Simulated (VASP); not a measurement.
# Se (Im-3m) in VASP: further runs, part 2 of 2

VASP 6.6.1. The steps go on from the part before.

**4. Single point, PBEsol**

File INCAR:

```
SYSTEM = Se
  PREC = Accurate
  ENCUT = 520
  EDIFF = 1E-6
  ISMEAR = 0
  SIGMA = 0.1
  LREAL = .FALSE.
  LASPH = .TRUE.
  NELM = 100
  ALGO = Normal
  ISIF = 2
  LWAVE = .FALSE.
  LCHARG = .FALSE.
  GGA = PS
  NBANDS = 9
```

File KPOINTS:

```
regular mesh
0
G
  18 18 18
  0 0 0
```

File POSCAR:

```
Se
1.0
   -1.3875131077      1.3875131077      1.3875131077
    1.3875131077     -1.3875131077      1.3875131077
    1.3875131077      1.3875131077     -1.3875131077
Se
1
Direct
    0.0000000000      0.0000000000      0.0000000000
```

Potentials or basis: VASP PAW PBE potentials, release 64 (Se).

Launch:

```console
$ cat potpaw_PBE.64/Se/POTCAR > POTCAR
$ mpirun -np 1 vasp_std > vasp.out
```

OUTCAR:

```text
SYSTEM = Se
   PREC = Accurate
   ENCUT = 520
   EDIFF = 1E-6
   ISMEAR = 0
   LREAL = .FALSE.
   LASPH = .TRUE.
   NELM = 100
   ISIF = 2
   GGA = PS

 ion  position               nearest neighbor table
   1  0.000  0.000  0.000-

  LATTYP: Found a body centered cubic cell.
 ALAT       =     2.7750262154

  Lattice vectors:

 A1 = (  -1.3875131077,   1.3875131077,   1.3875131077)
 A2 = (   1.3875131077,  -1.3875131077,   1.3875131077)
 A3 = (   1.3875131077,   1.3875131077,  -1.3875131077)

Analysis of symmetry for initial positions (statically):
=====================================================================
 Subroutine PRICEL returns:
 Original cell was already a primitive cell.

 Routine SETGRP: Setting up the symmetry group for a
 body centered cubic supercell.

 Subroutine GETGRP returns: Found 48 space group operations
 (whereof 48 operations were pure point group operations)
 out of a pool of 48 trial point group operations.

The static configuration has the point symmetry O_h .

Analysis of symmetry for dynamics (positions and initial velocities):
=====================================================================
 Subroutine PRICEL returns:
 Original cell was already a primitive cell.

 Routine SETGRP: Setting up the symmetry group for a
 body centered cubic supercell.

 Subroutine GETGRP returns: Found 48 space group operations
 (whereof 48 operations were pure point group operations)
 out of a pool of 48 trial point group operations.

The dynamic configuration has the point symmetry O_h .

 Subroutine INISYM returns: Found 48 space group operations
 (whereof 48 operations are pure point group operations),
 and found     1 'primitive' translations

[... 106 lines left out ...]
   EFERMI =   0.00;   METHOD = LEGACY
   ISMEAR =     0;   SIGMA  =   0.10  broadening in eV -4-tet -1-fermi 0-gaus
   EFERMI_NEDOS =   21; number of points for ismear=-14 and -15
   IALGO  =     38    algorithm
   IMIX   =      4    mixing-type and parameters
     AMIX     =   0.40;   BMIX     =  1.00
     AMIX_MAG =   1.60;   BMIX_MAG =  1.00
  volume/ion in A,a.u.               =      10.68        72.11
  Fermi-wavevector in a.u.,A,eV,Ry     =   1.350625  2.552311 24.819587  1.824188
  Thomas-Fermi vector in A             =   2.478114
   LORBIT       =      0    0 simple, 1 ext, 2 COOP (PROOUT), +10 PAW based schemes
   GGA     = PS    functional components
   LHFCALC =     F    Hartree Fock is set to
   AEXX    =    0.0000 exact exchange contribution
   IVDW    =     0    specifies the selected vdW correction
   LEPSILON=     F    determine dielectric tensor
   LRPA    =     F    only Hartree local field effects (RPA)
 non-spin polarized calculation
 Gauss-broadening in eV      SIGMA  =   0.10
  energy-cutoff  :      520.00
  volume of cell :       10.68
 maximum number of plane-waves:       321
 NGX is ok and might be reduce to    18
   NGX =  9   NGY =  9   NGZ =  9

 number of electron       6.0000001 magnetization

 Free energy of the ion-electron system (eV)
  ---------------------------------------------------
  ext. energy  EPLUGINS =         0.00000000
  ---------------------------------------------------
  free energy    TOTEN  =        -0.41902981 eV

  energy without entropy =       -0.41591523  energy(sigma->0) =       -0.41747252

 E-fermi :  15.9759     XC(G=0): -13.8062

 val. band max:       15.9465174603   @ k =  -0.2778   0.2778   0.2222
 cond. band min:      15.9952366900   @ k =   0.1667   0.1111   0.0556
 fundamental gap:      0.0487192297
 Fermi energy:        15.9758656224

 k-point     1 :       0.0000    0.0000    0.0000
  band No.  band energies     occupation
      1      -8.6960      2.00000
      2      23.9822      0.00000
      3      23.9822      0.00000
      4      23.9822      0.00000
      5      30.1709      0.00000
      6      30.1709      0.00000
      7      30.1709      0.00000
      8      33.9532      0.00000
      9      33.9532      0.00000
[... 265 lines left out ...]
 k-point    24 :       0.3889    0.1111    0.0000
  band No.  band energies     occupation
      1      -0.7994      2.00000
      2       3.9835      2.00000
      3      14.1047      2.00000
      4      18.3988      0.00000
      5      24.8859      0.00000
      6      27.9612      0.00000
      7      34.9972      0.00000
      8      38.7543      0.00000
      9      42.5057      0.00000

 [... further k-points ...]
[... 5 lines left out ...]
  --------------------------------------------------------------------------------------
  -------------------------------------------------------------------------------------
  Total       12.5737571     12.5737571     12.5737571      0.0000000     -0.0000000      0.0000000
  in kB     1885.4037810   1885.4037810   1885.4037810      0.0000000     -0.0000000      0.0000000
  external PRESSURE =    1885.4037810 kB  Pullay stress =       0.0000000 kB

 VOLUME and BASIS-vectors are now :
 -----------------------------------------------------------------------------
  energy-cutoff  :      520.00
  volume of cell :       10.68
      direct lattice vectors                 reciprocal lattice vectors
    -1.387513108  1.387513108  1.387513108     0.000000000  0.360356956  0.360356956
     1.387513108 -1.387513108  1.387513108     0.360356956  0.000000000  0.360356956
     1.387513108  1.387513108 -1.387513108     0.360356956  0.360356956  0.000000000

 POSITION                                       TOTAL-FORCE (eV/Angst)
 -----------------------------------------------------------------------------------
      0.00000      0.00000      0.00000         0.000000     -0.000000      0.000000
 -----------------------------------------------------------------------------------
    total drift:                                0.000000      0.000000      0.000000

  FREE ENERGIE OF THE ION-ELECTRON SYSTEM (eV)
  ---------------------------------------------------
  free  energy   TOTEN  =        -0.4190298121 eV

  energy  without entropy=       -0.4159152345  energy(sigma->0) =       -0.41747252
```

Run time: 5.5 s. Hardware: 1 thread of Intel Xeon 6975P-C (Granite Rapids), shared host; peak memory 0.13 GiB.

Results:

| Item | Value |
| --- | --- |
| Free energy | -0.4190 eV |
| Pressure | 188.5 GPa |
| Band gap on the k mesh | zero (bands 3 and 4 overlap by 15.64 eV) |

Caveat: the cell stands under pressure; the PAW data sets were made with another functional, which shifts forces and pressure a little.

**5. The runs side by side**

```tsv
task	cell	k mesh	cutoff (eV)	gap on the mesh (eV)	pressure (GPa)
single point	a = 2.403 Å, angles 109.5°, 1 atom	22 × 22 × 22	520	none	188.6
relaxation of cell and atoms	relaxed to 185 GPa from a = 2.403 Å, angles 109.5°, 1 atom	22 × 22 × 22	600	none	185.0
single point	a = 2.403 Å, angles 109.5°, 1 atom	18 × 18 × 18	520	none	188.5
```

Alike in all rows: level PBEsol; potentials or basis VASP PAW PBE potentials, release 64 (Se); no spin polarisation; smearing gaussian 0.1 eV.

Caveats: the PAW data sets were made with another functional, which shifts forces and pressure a little; the cell stands under pressure (at least some runs); the cell is relaxed towards a set pressure, so the run minimises the enthalpy, not the energy (at least some runs).

Absolute energies hang on the potentials; compare differences alone.
